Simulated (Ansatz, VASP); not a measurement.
## One calculation of AlN, two programs

```
CELL_PARAMETERS angstrom
-1.65675 2.86957 0.00000
0.00000 0.00000 4.18746
4.97025 2.86957 0.00000
ATOMIC_POSITIONS crystal
Al 0.39238 0.75000 0.05474
Al 0.00000 0.75000 0.66667
Al 0.00000 0.25000 0.33333
Al 0.50000 0.25000 0.83333
N 0.50000 0.25000 0.16667
N 0.00000 0.25000 0.66667
N 0.00000 0.75000 0.33333
N 0.50000 0.75000 0.83333
```

Alike in both runs: task single point; functional PBE; k mesh 8 × 6 × 4; occupations gaussian, width 0.05 eV; no spin polarisation.

|  | VASP | Ansatz |
| --- | --- | --- |
| version | VASP 6.6.1 | Ansatz 0.2.0 |
| potentials or method | VASP PAW PBE potentials, release 64 (Al, N), cutoff 520 eV | scalar-relativistic, plane waves, PAW |
| valence electrons in the cell | 32 | 32 |

```csv
,VASP,Ansatz,Ansatz less VASP
gap on the k mesh at the Fermi level (eV),0.85,0.85,-0.008
least direct gap on the mesh (eV),0.92,0.91,-0.009
rms of the force components (eV/Å),10.893,11.071,+0.1780
```

Atom by atom the forces differ by 0.180 eV/Å (rms over components). The functional is the same, so the differences come from potentials, cutoffs and numerics.
